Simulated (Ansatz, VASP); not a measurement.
# Two plane-wave programs on Ge

File INCAR:

```
SYSTEM = Ge
PREC = Accurate ; ENCUT = 520
EDIFF = 1E-7 ; ISMEAR = 0
SIGMA = 0.15 ; LREAL = .False.
LASPH = .True. ; NELM = 60
ALGO = Normal ; ISIF = 2
LWAVE = .False. ; LCHARG = .False.
NBANDS = 21
```

Contents of KPOINTS:

```
Automatic mesh
0
Gamma
  14 14 14
  0 0 0
```

POSCAR

```
Ge
1.0
    0.0000000000      2.7156192000      2.8287700000
    2.8287700000      0.0000000000      2.8287700000
    2.8287700000      2.7156192000      0.0000000000
Ge
2
Direct
    0.5000000000      0.5000000000      0.5000000000
    0.7500000000      0.7500000000      0.7500000000
```

Input for Ansatz:

```yaml
crystal:
  lattice:
    - [0.0, 2.7156192, 2.82877]
    - [2.82877, 0.0, 2.82877]
    - [2.82877, 2.7156192, 0.0]
  atoms:
    - { symbol: Ge, position: [0.5, 0.5, 0.5] }
    - { symbol: Ge, position: [0.75, 0.75, 0.75] }
basis:
  ecutwfc: 420
kpoints:
  mp_grid: { grid: [14, 14, 14] }
hamiltonian:
  xc: lda
scf:
  occupations: { method: gaussian, width: 0.15 }
output:
  forces: true
  stress: true
  eigenvalues: true
```

Change from the starting cell: strain -0.0400 x Voigt [0, 1, 0, 0, 0, 0], atoms carried along.

Alike in both runs: task single point; functional LDA; k mesh 14 × 14 × 14; occupations gaussian, width 0.15 eV; no spin polarisation.

|  | VASP | Ansatz |
| --- | --- | --- |
| version | VASP 6.6.1 | Ansatz 0.2.0 |
| potentials or method | VASP PAW LDA potentials, release 64 (Ge_d), cutoff 520 eV | scalar-relativistic, plane waves, PAW |
| valence electrons in the cell | 28 | 28 |

Ansatz gave:

* gap on the k mesh at the Fermi level (eV): none
* pressure (GPa): 1.7
* traceless stress, the component that is largest in VASP (GPa): 1.89

**Question.** Estimate VASP's values.

**Answer.** gap on the k mesh at the Fermi level (eV): none; pressure (GPa): 1.8; traceless stress, the component that is largest in VASP (GPa): 1.89.

LDA's correlation is that of Perdew and Zunger in VASP and of Perdew and Wang (1992) in Ansatz. A gap of «none» marks a metal or a gap that the smearing closes.
